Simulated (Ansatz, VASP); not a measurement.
One calculation of SiO2, two programs

```
CELL_PARAMETERS angstrom
5.01000 0.00000 0.00000
-2.50500 4.33879 0.00000
0.00000 0.00000 5.47000
ATOMIC_POSITIONS crystal
Si 0.50000 0.00000 0.00000
Si 0.50000 0.50000 0.33333
Si 0.00000 0.50000 0.66667
O 0.42460 0.21230 0.16667
O 0.21230 0.42460 0.50000
O 0.78770 0.21230 0.83333
O 0.57540 0.78770 0.16667
O 0.78770 0.57540 0.50000
O 0.21230 0.78770 0.83333
```

Alike in both runs: task single point; functional PBE; k mesh 5 × 5 × 4; occupations fermi-dirac, width 0.01 eV; no spin polarisation.

```csv
,VASP,Ansatz
version,VASP 6.6.1,Ansatz 0.2.0
potentials or method,"VASP PAW PBE potentials, release 64 (Si, O), cutoff 520 eV","PAW, plane waves, scalar-relativistic"
valence electrons in the cell,48,48
```

|  | VASP | Ansatz | Ansatz less VASP |
| --- | --- | --- | --- |
| pressure (GPa) | 14.2 | 14.0 | -0.15 |
| rms of the force components (eV/Å) | 0.398 | 0.402 | +0.0045 |

Atom by atom the forces differ by 0.005 eV/Å (rms over components). The functional is the same, so the differences come from potentials, cutoffs and numerics.
